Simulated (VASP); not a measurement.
Set up this calculation in VASP 6.6.1, as the native input.

```yaml
Task: relaxation of cell and atoms
Functional: PBEsol
Potentials_or_basis: VASP PAW PBE potentials, release 64 (Cs_sv, Pb_d, Br)
Cutoff: 600 eV
k_mesh: 4 × 4 × 4
Occupations: gaussian, width 0.1 eV
Spin: no spin polarisation
Target_pressure: 1.7 GPa
Dipole_correction: no
Further_INCAR_settings: ALGO = Normal; EDIFF = 1e-06; IBRION = 2; EDIFFG = -0.05; NSW = 80; ISIF = 3
```

The structure of CsPbBr3 lies in POSCAR:

```
CsPbBr3
1.0
    5.7339395152      0.0000000000      0.0000000000
    0.0000000000      5.7339395152      0.0000000000
    0.0000000000      0.0000000000      5.7339395152
Cs Pb Br
1 1 3
Direct
    0.0000000000      0.0000000000      0.0000000000
    0.5000000000      0.5000000000      0.5000000000
    0.0000000000      0.5000000000      0.5000000000
    0.5000000000      0.0000000000      0.5000000000
    0.5000000000      0.5000000000      0.0000000000
```

The input as run:

INCAR

```
SYSTEM = CsPbBr3
PREC     = Accurate       ! precision mode
ENCUT    = 600            ! plane-wave cutoff, eV
EDIFF    = 1E-6           ! SCF threshold, eV
ISMEAR   = 0              ! smearing method
SIGMA    = 0.1            ! smearing width, eV
LREAL    = .FALSE.        ! projectors in reciprocal space
LASPH    = .TRUE.         ! aspherical terms in the spheres
NELM     = 60             ! most SCF steps
ALGO     = Normal         ! electronic algorithm
ISIF     = 3              ! what is computed and relaxed
LWAVE    = .FALSE.        ! write WAVECAR
LCHARG   = .FALSE.        ! write CHGCAR
GGA      = PS             ! functional
IBRION   = 2              ! ionic algorithm
NSW      = 80             ! ionic steps
EDIFFG   = -0.05          ! ionic threshold
PSTRESS  = 17.0
```

KPOINTS

```
Automatic mesh
0
G
  4 4 4
  0 0 0
```

Potentials or basis: VASP PAW PBE potentials, release 64 (Cs_sv, Pb_d, Br).

Command:

```console
$ cat potpaw_PBE.64/Cs_sv/POTCAR potpaw_PBE.64/Pb_d/POTCAR potpaw_PBE.64/Br/POTCAR > POTCAR
$ mpirun -np 1 vasp_std > vasp.out
```

Results of the run:

```json
{
  "Relaxed volume": "38.08 Å³/atom",
  "Relaxed cell": "a = 5.753 Å, b = 5.753 Å, c = 5.753 Å, α = 90.00°, β = 90.00°, γ = 90.00°",
  "Space group after relaxing (to 0.1 Å)": "Pm-3m (No. 221)",
  "Energy change on relaxing (the run minimises the enthalpy)": "-4.4 meV/atom",
  "Ionic steps": "2",
  "Pressure after relaxing": "1.7 GPa",
  "Band gap on the k mesh": "1.15 eV"
}
```

Caveat: the cell is relaxed towards a set pressure, so the run minimises the enthalpy, not the energy; the PAW data sets were made with another functional, which shifts forces and pressure a little; spin-orbit coupling is left out, which moves the levels of the heavy elements.

Run time: 2.6 min on 1 thread of Oxide Virtual Turin-like Processor, on a shared host, peak memory 0.33 GiB.
